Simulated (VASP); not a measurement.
# MnSe (Fm-3m) in VASP: vibrations by perturbation theory with LDA

Aim: the vibrations by perturbation theory of MnSe with LDA.

Program: VASP 6.6.1. These are calculated values, not measurements. Logs are shortened: lines on timing, memory, paths and dates and some standing lists are left out, and cuts for length are marked.

### Step 1. The cell of the first run

It takes space group Fm-3m (No. 225, cubic). Conventional cell: a = 4.750 Å, b = 4.750 Å, c = 4.750 Å, α = 90.00°, β = 90.00°, γ = 90.00°. Within 3.1 Å of Mn (site symmetry m-3m) lie 6 Se at 2.38 Å. Within 3.1 Å of Se (site symmetry m-3m) lie 6 Mn at 2.38 Å.

### Step 2. Vibrations by perturbation theory, LDA, collinear spin, ferromagnetic start

INCAR

```
SYSTEM = MnSe
  PREC = Accurate
  ENCUT = 520
  EDIFF = 1E-8
  ISMEAR = 0
  SIGMA = 0.2
  LREAL = .FALSE.
  LASPH = .TRUE.
  NELM = 150
  ALGO = Normal
  ISIF = 2
  LWAVE = .FALSE.
  LCHARG = .FALSE.
  ISPIN = 2
  MAGMOM = 2.9 0
  LORBIT = 11
  LMAXMIX = 4
  IBRION = 8
  NSW = 1
```

KPOINTS

```
Automatic mesh
0
G
  16 16 16
  0 0 0
```

POSCAR

```
MnSe
1.0
    0.0000000000      2.3752334377      2.3752334377
    2.3752334377      0.0000000000      2.3752334377
    2.3752334377      2.3752334377      0.0000000000
Mn Se
1 1
Direct
    0.0000000000      0.0000000000      0.0000000000
    0.5000000000      0.5000000000      0.5000000000
```

Potentials or basis: VASP PAW LDA potentials, release 64 (Mn_pv, Se).

Run with:

```bash
$ cat potpaw_LDA.64/Mn_pv/POTCAR potpaw_LDA.64/Se/POTCAR > POTCAR
$ mpirun -np 1 vasp_std > vasp.out
```

OUTCAR:

```text
SYSTEM = MnSe
   PREC = Accurate
   ENCUT = 520
   EDIFF = 1E-8
   ISMEAR = 0
   LREAL = .FALSE.
   LASPH = .TRUE.
   NELM = 150
   ISIF = 2
   ISPIN = 2
   LORBIT = 11
   IBRION = 8
   NSW = 1

 ion  position               nearest neighbor table
   1  0.000  0.000  0.000-   2 2.38   2 2.38   2 2.38   2 2.38   2 2.38   2 2.38
   2  0.500  0.500  0.500-   1 2.38   1 2.38   1 2.38   1 2.38   1 2.38   1 2.38

  LATTYP: Found a face centered cubic cell.
 ALAT       =     4.7504668754

  Lattice vectors:

 A1 = (   0.0000000000,   2.3752334377,   2.3752334377)
 A2 = (   2.3752334377,   0.0000000000,   2.3752334377)
 A3 = (   2.3752334377,   2.3752334377,   0.0000000000)

Analysis of symmetry for initial positions (statically):
=====================================================================
 Subroutine PRICEL returns:
 Original cell was already a primitive cell.

 Routine SETGRP: Setting up the symmetry group for a
 face centered cubic supercell.

 Subroutine GETGRP returns: Found 48 space group operations
 (whereof 48 operations were pure point group operations)
 out of a pool of 48 trial point group operations.

The static configuration has the point symmetry O_h .

Analysis of symmetry for dynamics (positions and initial velocities):
=====================================================================
 Subroutine PRICEL returns:
 Original cell was already a primitive cell.

 Routine SETGRP: Setting up the symmetry group for a
 face centered cubic supercell.

 Subroutine GETGRP returns: Found 48 space group operations
 (whereof 48 operations were pure point group operations)
 out of a pool of 48 trial point group operations.

The dynamic configuration has the point symmetry O_h .

Analysis of structural, dynamic, and magnetic symmetry:
=====================================================================
 Subroutine PRICEL returns:
 Original cell was already a primitive cell.

 Routine SETGRP: Setting up the symmetry group for a
 face centered cubic supercell.

 Subroutine GETGRP returns: Found 48 space group operations
 (whereof 48 operations were pure point group operations)
 out of a pool of 48 trial point group operations.

The overall configuration has the point symmetry O_h .

 Subroutine INISYM returns: Found 48 space group operations
 (whereof 48 operations are pure point group operations),
 and found     1 'primitive' translations

----------------------------------------------------------------------------------------

                                     Primitive cell

  volume of cell :      26.8009

  direct lattice vectors                    reciprocal lattice vectors
     0.000000000  2.375233438  2.375233438    -0.210505625  0.210505625  0.210505625
     2.375233438  0.000000000  2.375233438     0.210505625 -0.210505625  0.210505625
     2.375233438  2.375233438  0.000000000     0.210505625  0.210505625 -0.210505625

  length of vectors
     3.359087341  3.359087341  3.359087341     0.364606438  0.364606438  0.364606438

  position of ions in fractional coordinates (direct lattice)
     0.000000000  0.000000000  0.000000000
     0.500000000  0.500000000  0.500000000

  ion indices of the primitive-cell ions
   primitive index   ion index
                 1           1
                 2           2

----------------------------------------------------------------------------------------

 KPOINTS: Automatic mesh

Automatic generation of k-mesh.
 Grid dimensions read from file:
 generate k-points for:   16   16   16

 Generating k-lattice:

  Cartesian coordinates                     Fractional coordinates (reciprocal lattice)
    -0.013156602  0.013156602  0.013156602     0.062500000  0.000000000  0.000000000
     0.013156602 -0.013156602  0.013156602     0.000000000  0.062500000  0.000000000
     0.013156602  0.013156602 -0.013156602     0.000000000  0.000000000  0.062500000

  Length of vectors
     0.022787902  0.022787902  0.022787902

  Shift w.r.t. Gamma in fractional coordinates (k-lattice)
     0.000000000  0.000000000  0.000000000

 Subroutine IBZKPT returns following result:
 ===========================================

 Found    145 irreducible k-points:

 Following reciprocal coordinates:
            Coordinates               Weight
  0.000000  0.000000  0.000000      1.000000
  0.062500  0.000000  0.000000      8.000000
  0.125000  0.000000  0.000000      8.000000
  0.187500  0.000000  0.000000      8.000000
  0.250000  0.000000  0.000000      8.000000
[... 72 lines left out ...]
  volume of cell :       26.80
 maximum number of plane-waves:       740
 NGX is ok and might be reduce to    28
   NGX = 13   NGY = 13   NGZ = 13

--------------------------------------- Ionic step        1  -------------------------------------------

 number of electron      18.9999997 magnetization       2.8096519

 Free energy of the ion-electron system (eV)
  ---------------------------------------------------
  ext. energy  EPLUGINS =         0.00000000
  ---------------------------------------------------
  free energy    TOTEN  =       -13.96461585 eV

  energy without entropy =      -13.92527741  energy(sigma->0) =      -13.94494663

 E-fermi :  10.1909     XC(G=0): -12.7091

 val. band max:       10.1869087960   @ k =  -0.3125   0.0625   0.0000
 cond. band min:      10.1943072572   @ k =   0.3750   0.1875   0.0000
 fundamental gap:      0.0073984611
 Fermi energy:        10.1909232856

 spin component 1

 k-point     1 :       0.0000    0.0000    0.0000
  band No.  band energies     occupation
      1     -38.7561      1.00000
      2     -38.7561      1.00000
      3     -38.7561      1.00000
      4      -7.0938      1.00000
      5       7.2454      1.00000
      6       7.2454      1.00000
      7       7.2454      1.00000
      8       7.5023      1.00000
      9       7.5023      1.00000
     10       8.9715      1.00000
     11       8.9715      1.00000
     12       8.9715      1.00000
     13      15.5157      0.00000
     14      20.1299      0.00000
[... 379 lines left out ...]
      3     -38.7561      1.00000
      4      -6.9248      1.00000
      5       6.6263      1.00000
      6       6.7500      1.00000
      7       6.8397      1.00000
      8       7.3080      1.00000
      9       7.4925      1.00000
     10       8.9764      1.00000
     11       9.1846      1.00000
     12       9.9502      0.95563
     13      16.3000      0.00000
     14      18.8714      0.00000

 [... further k-points ...]

 spin component 2

 k-point     1 :       0.0000    0.0000    0.0000
  band No.  band energies     occupation
      1     -36.2352      1.00000
      2     -36.2352      1.00000
      3     -36.2352      1.00000
      4      -6.8898      1.00000
      5       9.1207      1.00000
      6       9.1207      1.00000
      7       9.1207      1.00000
      8       9.1437      1.00000
      9       9.1437      1.00000
     10       9.1437      1.00000
     11       9.3321      1.00000
     12       9.3321      1.00000
     13      15.9194      0.00000
     14      20.2788      0.00000
[... 392 lines left out ...]
 [... further k-points ...]

------------------------ aborting loop because EDIFF is reached ----------------------------------------

  FORCE on cell =-STRESS in cart. coord.  units (eV):
  Direction    XX          YY          ZZ          XY          YZ          ZX
  --------------------------------------------------------------------------------------
  -------------------------------------------------------------------------------------
  Total        4.0490340      4.0490340      4.0490340      0.0000000      0.0000000      0.0000000
  in kB      242.0544716    242.0544716    242.0544716      0.0000000      0.0000000      0.0000000
  external PRESSURE =     242.0544716 kB  Pullay stress =       0.0000000 kB

 VOLUME and BASIS-vectors are now :
 -----------------------------------------------------------------------------
  energy-cutoff  :      520.00
  volume of cell :       26.80
      direct lattice vectors                 reciprocal lattice vectors
     0.000000000  2.375233438  2.375233438    -0.210505625  0.210505625  0.210505625
     2.375233438  0.000000000  2.375233438     0.210505625 -0.210505625  0.210505625
     2.375233438  2.375233438  0.000000000     0.210505625  0.210505625 -0.210505625

 POSITION                                       TOTAL-FORCE (eV/Angst)
 -----------------------------------------------------------------------------------
      0.00000      0.00000      0.00000        -0.000000      0.000000     -0.000000
      2.37523      2.37523      2.37523         0.000000     -0.000000      0.000000
 -----------------------------------------------------------------------------------
    total drift:                               -0.000000      0.000000      0.000000

  FREE ENERGIE OF THE ION-ELECTRON SYSTEM (eV)
  ---------------------------------------------------
  free  energy   TOTEN  =       -13.9646158460 eV

  energy  without entropy=      -13.9252774066  energy(sigma->0) =      -13.94494663

[... ionic steps 2 to 3 ...]

--------------------------------------- Ionic step        4  -------------------------------------------

------------------------ aborting loop because EDIFF is reached ----------------------------------------

[... ionic steps 5 to 6 ...]

--------------------------------------- Ionic step        7  -------------------------------------------

 Free energy of the ion-electron system (eV)
  ---------------------------------------------------
  ---------------------------------------------------
  free energy    TOTEN  =        -0.07512658 eV

  energy without entropy =       -0.07512658

------------------------ aborting loop because EDIFF is reached ----------------------------------------

 INTERNAL STRAIN TENSOR  FOR ION    2  DIRECTION 1   (eV/Angst):
 -----------------------------------------------------------------------------
     0.01273  0.00000  0.00000
    -0.00000  0.00217  0.00000
     0.00000  0.00000  0.00217

 INTERNAL STRAIN TENSOR FOR ION    2 for displacements in x,y,z  (eV/Angst):
          X           Y           Z          XY          YZ          ZX
  --------------------------------------------------------------------------------
  x     0.00000     0.00000     0.00000     0.00000     0.00000     0.00000
  y     0.00000     0.00000     0.00000     0.00000     0.00000     0.00000
  z     0.00000     0.00000     0.00000     0.00000     0.00000     0.00000

 SECOND DERIVATIVES (NOT SYMMETRIZED)
 ------------------------------------
               1X          1Y          1Z          2X          2Y          2Z
  1X    -8.920939    0.000000    0.000000    8.920939    0.000000    0.000000
  1Y     0.000000   -8.920939    0.000000    0.000000    8.920939    0.000000
  1Z     0.000000    0.000000   -8.920939    0.000000    0.000000    8.920939
  2X     8.940010    0.000000    0.000000   -8.940010    0.000000    0.000000
  2Y     0.000000    8.940010    0.000000    0.000000   -8.940010    0.000000
  2Z     0.000000    0.000000    8.940010    0.000000    0.000000   -8.940010

 Eigenvectors and eigenvalues of the dynamical matrix
 ----------------------------------------------------

   1 f  =    8.207172 THz    51.567180 2PiTHz  273.761777 cm-1    33.942119 meV
             X         Y         Z           dx          dy          dz
      0.000000  0.000000  0.000000     0.000000   -0.767584    0.000000
      2.375233  2.375233  2.375233     0.000000    0.640948    0.000000
[... 21 lines left out ...]
   6 f/i=    0.004311 THz     0.027089 2PiTHz    0.143810 cm-1     0.017830 meV
             X         Y         Z           dx          dy          dz
      0.000000  0.000000  0.000000     0.462666    0.443570    0.000000
      2.375233  2.375233  2.375233     0.554078    0.531209    0.000000

--------------------------------------------------------------------------------------------------------

 ELASTIC MODULI CONTR FROM IONIC RELAXATION (kBar)
 Direction    XX          YY          ZZ          XY          YZ          ZX
 --------------------------------------------------------------------------------
 XX           0.0000      0.0000      0.0000      0.0000      0.0000      0.0000
 YY           0.0000      0.0000      0.0000      0.0000      0.0000      0.0000
 ZZ           0.0000      0.0000      0.0000      0.0000      0.0000      0.0000
 XY           0.0000      0.0000      0.0000      0.0000      0.0000      0.0000
 YZ           0.0000      0.0000      0.0000      0.0000      0.0000      0.0000
 ZX           0.0000      0.0000      0.0000      0.0000      0.0000      0.0000
 --------------------------------------------------------------------------------

 total charge

# of ion       s       p       d       tot
------------------------------------------
    1        0.312   6.293   5.338  11.943
    2        1.446   2.499   0.136   4.081
--------------------------------------------------
tot          1.757   8.792   5.474  16.024

 magnetization (x)

# of ion       s       p       d       tot
------------------------------------------
    1        0.054   0.032   2.556   2.642
    2        0.013   0.015   0.019   0.047
--------------------------------------------------
tot          0.067   0.047   2.575   2.690
```

Run time: 29 min. Hardware: 1 thread of Intel Xeon 8259CL, shared host; peak memory 0.59 GiB.

Results:

```
Net moment                                              : 2.81 μB per cell
Site moments                                            : Mn +2.64; Se +0.05 μB
Valence electrons inside the program's atomic spheres   : Mn 11.94; Se 4.08
Highest phonon frequency at Γ, LO-TO splitting left out : 274 cm⁻¹
```

Phonon frequencies in cm⁻¹ (negative: imaginary):
| q point | frequencies |
| --- | --- |
| (0.000, 0.000, 0.000) | 0 0 0 274 274 274 |

Caveat: the cell stands under pressure or tension, which shifts response properties; a cell with one magnetic atom can't hold antiferromagnetic order, which such compounds often take.
